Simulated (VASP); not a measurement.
# SrTa2O2 (P6/mmm) in VASP: further runs

Runs on SrTa2O2. Level: PBE. Tasks: single point.

All numbers are computed with VASP 6.6.1; they aren't measurements. Logs are shortened: lines on timing, memory, paths and dates and some standing lists are left out, and cuts for length are marked.

## 1. The cell of the first run

Symmetry: P6/mmm, No. 191, hexagonal system. Conventional cell: a = 5.048 Å, b = 5.048 Å, c = 3.966 Å, α = 90.00°, β = 90.00°, γ = 120.00°. Sr (site symmetry 6/mmm) has 6 O at 2.91 Å and 12 Ta at 3.53 Å within 3.8 Å. Within 2.6 Å of Ta (site symmetry -6m2) lie 2 O at 1.98 Å. O (site symmetry -6m2) has 2 Ta at 1.98 Å within 2.6 Å.

The cell was generated, and may not be a known phase.

## 2. Single point, PBE, collinear spin

File INCAR:

```
ALGO     = Normal         # electronic algorithm
EDIFF    = 1E-6           # SCF threshold, eV
ENCUT    = 600            # plane-wave cutoff, eV
GGA      = PE             # functional
GGA_COMPAT= False        
ISIF     = 2              # what is computed and relaxed
ISMEAR   = 0              # smearing method
ISPIN    = 2              # spin polarisation
LASPH    = True           # aspherical terms in the spheres
LCHARG   = False          # write CHGCAR
LMAXMIX  = 4              # l up to which the mixer works
LORBIT   = 11             # projections on sites
LREAL    = False          # projectors in reciprocal space
LWAVE    = False          # write WAVECAR
MAGMOM   = 0 1 1 0 0      # initial moments
NBANDS   = 34             # bands
NELM     = 200            # most SCF steps
PREC     = Accurate       # precision mode
SIGMA    = 0.1            # smearing width, eV
```

File KPOINTS:

```
k-points
0
Gamma
  6 6 4
```

File POSCAR:

```
SrTa2O2
1.0
    5.0480216109      0.0000000000      0.0000000000
   -2.5240108055      4.3717149539      0.0000000000
    0.0000000000      0.0000000000      3.9657303048
Sr Ta O
1 2 2
Direct
    0.0000000000      0.0000000000      0.5000000000
    0.3333333333      0.6666666667      0.0000000000
    0.6666666667      0.3333333333      0.0000000000
    0.3333333333      0.6666666667      0.5000000000
    0.6666666667      0.3333333333      0.5000000000
```

Potentials or basis: VASP PAW PBE potentials, release 64 (Sr_sv, Ta_pv, O).

Launch:

```console
> cat potpaw_PBE.64/Sr_sv/POTCAR potpaw_PBE.64/Ta_pv/POTCAR potpaw_PBE.64/O/POTCAR > POTCAR
> mpirun -np 1 vasp_std > vasp.out
```

OUTCAR:

```text
EDIFF = 1E-6
   ENCUT = 600
   GGA = PE
   ISIF = 2
   ISMEAR = 0
   ISPIN = 2
   LASPH = True
   LORBIT = 11
   LREAL = False
   NELM = 200
   PREC = Accurate

 ion  position               nearest neighbor table
   1  0.000  0.000  0.500-   4 2.91   5 2.91   5 2.91   4 2.91   5 2.91   4 2.91   2 3.53   3 3.53
                             2 3.53   3 3.53   3 3.53   2 3.53   3 3.53   2 3.53   3 3.53   2 3.53
   2  0.333  0.667  0.000-   4 1.98   4 1.98   3 2.91   3 2.91   3 2.91   1 3.53   1 3.53   1 3.53
                             1 3.53   1 3.53   1 3.53
   3  0.667  0.333  0.000-   5 1.98   5 1.98   2 2.91   2 2.91   2 2.91   1 3.53   1 3.53   1 3.53
                             1 3.53   1 3.53   1 3.53
   4  0.333  0.667  0.500-   2 1.98   2 1.98   1 2.91   1 2.91   1 2.91
   5  0.667  0.333  0.500-   3 1.98   3 1.98   1 2.91   1 2.91   1 2.91

  LATTYP: Found a hexagonal cell.
 ALAT       =     5.0480216109
 C/A-ratio  =     0.7856008968

  Lattice vectors:

 A1 = (   5.0480216109,   0.0000000000,   0.0000000000)
 A2 = (  -2.5240108055,   4.3717149539,   0.0000000000)
 A3 = (   0.0000000000,   0.0000000000,   3.9657303048)

Analysis of symmetry for initial positions (statically):
=====================================================================
 Subroutine PRICEL returns:
 Original cell was already a primitive cell.

 Routine SETGRP: Setting up the symmetry group for a
 hexagonal supercell.

 Subroutine GETGRP returns: Found 24 space group operations
 (whereof 24 operations were pure point group operations)
 out of a pool of 24 trial point group operations.

The static configuration has the point symmetry D_6h.

Analysis of symmetry for dynamics (positions and initial velocities):
=====================================================================
 Subroutine PRICEL returns:
 Original cell was already a primitive cell.

 Routine SETGRP: Setting up the symmetry group for a
 hexagonal supercell.

 Subroutine GETGRP returns: Found 24 space group operations
 (whereof 24 operations were pure point group operations)
 out of a pool of 24 trial point group operations.

The dynamic configuration has the point symmetry D_6h.

Analysis of structural, dynamic, and magnetic symmetry:
=====================================================================
 Subroutine PRICEL returns:
 Original cell was already a primitive cell.

 Routine SETGRP: Setting up the symmetry group for a
 hexagonal supercell.

 Subroutine GETGRP returns: Found 24 space group operations
 (whereof 24 operations were pure point group operations)
 out of a pool of 24 trial point group operations.

The overall configuration has the point symmetry D_6h.

 Subroutine INISYM returns: Found 24 space group operations
 (whereof 24 operations are pure point group operations),
 and found     1 'primitive' translations

----------------------------------------------------------------------------------------

                                     Primitive cell

  volume of cell :      87.5178

  direct lattice vectors                    reciprocal lattice vectors
     5.048021611  0.000000000  0.000000000     0.198097409  0.114371592  0.000000000
    -2.524010806  4.371714954  0.000000000     0.000000000  0.228743184  0.000000000
     0.000000000  0.000000000  3.965730305     0.000000000  0.000000000  0.252160365

  length of vectors
     5.048021611  5.048021611  3.965730305     0.228743184  0.228743184  0.252160365

  position of ions in fractional coordinates (direct lattice)
     0.000000000  0.000000000  0.500000000
     0.333333333  0.666666667  0.000000000
     0.666666667  0.333333333  0.000000000
     0.333333333  0.666666667  0.500000000
     0.666666667  0.333333333  0.500000000

  ion indices of the primitive-cell ions
   primitive index   ion index
                 1           1
                 2           2
                 3           3
                 4           4
                 5           5

----------------------------------------------------------------------------------------

 KPOINTS: k-points

Automatic generation of k-mesh.
 Grid dimensions read from file:
 generate k-points for:    6    6    4

 Generating k-lattice:

  Cartesian coordinates                     Fractional coordinates (reciprocal lattice)
     0.033016235  0.019061932  0.000000000     0.166666667  0.000000000  0.000000000
     0.000000000  0.038123864  0.000000000     0.000000000  0.166666667  0.000000000
     0.000000000  0.000000000  0.063040091     0.000000000  0.000000000  0.250000000

  Length of vectors
     0.038123864  0.038123864  0.063040091

  Shift w.r.t. Gamma in fractional coordinates (k-lattice)
     0.000000000  0.000000000  0.000000000

 Subroutine IBZKPT returns following result:
 ===========================================

 Found     21 irreducible k-points:

 Following reciprocal coordinates:
            Coordinates               Weight
  0.000000  0.000000  0.000000      1.000000
  0.166667  0.000000  0.000000      6.000000
  0.333333  0.000000  0.000000      6.000000
  0.500000 -0.000000  0.000000      3.000000
  0.166667  0.166667  0.000000      6.000000
  0.333333  0.166667  0.000000     12.000000
[... 13 lines left out ...]
  0.333333  0.166667  0.500000     12.000000
  0.333333  0.333333  0.500000      2.000000
   k-points           NKPTS =     21   k-points in BZ     NKDIM =     21   number of bands    NBANDS=     34
   number of dos      NEDOS =    301   number of ions     NIONS =      5
   total plane-waves  NPLWV =  51200
   dimension x,y,z NGX =    40 NGY =   40 NGZ =   32
   dimension x,y,z NGXF=    80 NGYF=   80 NGZF=   64
   ions per type =               1   2   2
   NGX,Y,Z   is equivalent  to a cutoff of  13.17, 13.17, 13.41 a.u.
   NGXF,Y,Z  is equivalent  to a cutoff of  26.35, 26.35, 26.83 a.u.
 SYSTEM =  unknown system
   PREC   = accura    normal or accurate (medium, high low for compatibility)
   ISTART =      0    job   : 0-new  1-cont  2-samecut
   ICHARG =      2    charge: 1-file 2-atom 10-const
   ISPIN  =      2    spin polarized calculation?
   LNONCOLLINEAR =      F non collinear calculations
   LSORBIT =      F    spin-orbit coupling
   LASPH  =      T    aspherical Exc in radial PAW
   ENCUT  =  600.0 eV  44.10 Ry    6.64 a.u.  10.08 10.08  7.92*2*pi/ulx,y,z
   NELM   =    200;   NELMIN=  2; NELMDL= -5     # of ELM steps
   EDIFF  = 0.1E-05   stopping-criterion for ELM
   LREAL  =      F    real-space projection
[... 7 lines left out ...]
   TEBEG  =    0.0;   TEEND  =   0.0 temperature during run
   PSTRESS=    0.0 pullay stress
   NELECT =      44.0000    total number of electrons
   NUPDOWN=      -1.0000    fix difference up-down
   EMIN   =  10.00;   EMAX   =-10.00  energy-range for DOS
   EFERMI =   0.00;   METHOD = LEGACY
   ISMEAR =     0;   SIGMA  =   0.10  broadening in eV -4-tet -1-fermi 0-gaus
   EFERMI_NEDOS =   21; number of points for ismear=-14 and -15
   IALGO  =     38    algorithm
   IMIX   =      4    mixing-type and parameters
     AMIX     =   0.40;   BMIX     =  1.00
     AMIX_MAG =   1.60;   BMIX_MAG =  1.00
  volume/ion in A,a.u.               =      17.50       118.12
  Fermi-wavevector in a.u.,A,eV,Ry     =   1.301748  2.459947 23.055730  1.694548
  Thomas-Fermi vector in A             =   2.432862
   LORBIT       =     11    0 simple, 1 ext, 2 COOP (PROOUT), +10 PAW based schemes
   GGA     = PE    functional components
   LHFCALC =     F    Hartree Fock is set to
   AEXX    =    0.0000 exact exchange contribution
   IVDW    =     0    specifies the selected vdW correction
   LEPSILON=     F    determine dielectric tensor
   LRPA    =     F    only Hartree local field effects (RPA)
 spin polarized calculation
 Gauss-broadening in eV      SIGMA  =   0.10
  energy-cutoff  :      600.00
  volume of cell :       87.52
 maximum number of plane-waves:      2936
   NGX = 21   NGY = 21   NGZ = 15

 number of electron      43.9999994 magnetization      -0.0003178

 number of electron      43.9999994 magnetization       0.0003804

 Free energy of the ion-electron system (eV)
  ---------------------------------------------------
  ext. energy  EPLUGINS =         0.00000000
  ---------------------------------------------------
  free energy    TOTEN  =       -42.35485351 eV

  energy without entropy =      -42.33438132  energy(sigma->0) =      -42.34461742

 E-fermi :   4.3238     XC(G=0): -10.8339

 val. band max:        4.3198464169   @ k =   0.1667   0.1667   0.2500
 cond. band min:       4.3313855666   @ k =   0.0000   0.0000   0.0000
 fundamental gap:      0.0115391497
 Fermi energy:         4.3237601468

 spin component 1

 k-point     1 :       0.0000    0.0000    0.0000
  band No.  band energies     occupation
      1     -30.6278      1.00000
      2     -30.5243      1.00000
      3     -30.5046      1.00000
      4     -30.3847      1.00000
      5     -30.3847      1.00000
      6     -29.9505      1.00000
[... 766 lines left out ...]
     33      11.8538      0.00000
     34      11.8602      0.00000
 Fermi energy:         4.3237601468

 spin component 2

 k-point     1 :       0.0000    0.0000    0.0000
  band No.  band energies     occupation
      1     -30.6279      1.00000
      2     -30.5244      1.00000
      3     -30.5046      1.00000
      4     -30.3848      1.00000
      5     -30.3848      1.00000
      6     -29.9506      1.00000
[... 766 lines left out ...]
     33      11.8539      0.00000
     34      11.8880      0.00000

------------------------ aborting loop because EDIFF is reached ----------------------------------------

  FORCE on cell =-STRESS in cart. coord.  units (eV):
  Direction    XX          YY          ZZ          XY          YZ          ZX
  --------------------------------------------------------------------------------------
  -------------------------------------------------------------------------------------
  Total        0.0902751      0.0902751      0.2674556     -0.0000000      0.0000000      0.0000000
  in kB        1.6526563      1.6526563      4.8962776     -0.0000000      0.0000000      0.0000000
  external PRESSURE =       2.7338634 kB  Pullay stress =       0.0000000 kB

 VOLUME and BASIS-vectors are now :
 -----------------------------------------------------------------------------
  energy-cutoff  :      600.00
  volume of cell :       87.52
      direct lattice vectors                 reciprocal lattice vectors
     5.048021611  0.000000000  0.000000000     0.198097409  0.114371592  0.000000000
    -2.524010806  4.371714954  0.000000000     0.000000000  0.228743184  0.000000000
     0.000000000  0.000000000  3.965730305     0.000000000  0.000000000  0.252160365

 POSITION                                       TOTAL-FORCE (eV/Angst)
 -----------------------------------------------------------------------------------
      0.00000      0.00000      1.98287         0.000000      0.000000     -0.000000
     -0.00000      2.91448      0.00000        -0.000000     -0.000000     -0.000000
      2.52401      1.45724      0.00000         0.000000      0.000000      0.000000
     -0.00000      2.91448      1.98287         0.000000      0.000000     -0.000000
      2.52401      1.45724      1.98287        -0.000000      0.000000      0.000000
 -----------------------------------------------------------------------------------
    total drift:                                0.000000     -0.000000     -0.000000

  FREE ENERGIE OF THE ION-ELECTRON SYSTEM (eV)
  ---------------------------------------------------
  free  energy   TOTEN  =       -42.3548535125 eV

  energy  without entropy=      -42.3343813220  energy(sigma->0) =      -42.34461742

 total charge

# of ion       s       p       d       tot
------------------------------------------
    1        2.013   5.778   0.253   8.044
    2        0.401   6.152   2.323   8.876
    3        0.401   6.152   2.323   8.876
    4        1.569   3.463   0.000   5.031
    5        1.569   3.463   0.000   5.031
--------------------------------------------------
tot          5.952  25.008   4.899  35.858

 magnetization (x)

# of ion       s       p       d       tot
------------------------------------------
    1        0.000   0.000   0.000   0.000
    2        0.000   0.000   0.000   0.000
    3        0.000   0.000   0.000   0.000
    4        0.000  -0.000   0.000  -0.000
    5        0.000  -0.000   0.000  -0.000
--------------------------------------------------
tot          0.000  -0.000   0.000   0.000
```

Wall time 3.3 min (1 thread of Oxide Virtual Turin-like, shared host); peak memory 0.3 GiB.

What came out:

| Quantity | Value |
| --- | --- |
| Free energy | -42.3549 eV |
| Pressure | 0.3 GPa |
| Band gap on the k mesh | zero (filled and empty bands overlap) |
| Net moment | 0.00 μB per cell |
| Valence electrons inside the program's atomic spheres | Sr 8.04; Ta 8.88; O 5.03 |

Caveat: the k points lie up to 0.40 Å⁻¹ apart, too coarse for converged energies and pressures of a metal; spin-orbit coupling is left out, which moves the levels of the heavy elements.

[end of part 1 of 2]

The gap in the log of VASP goes by the Fermi energy; the results here count the filled bands.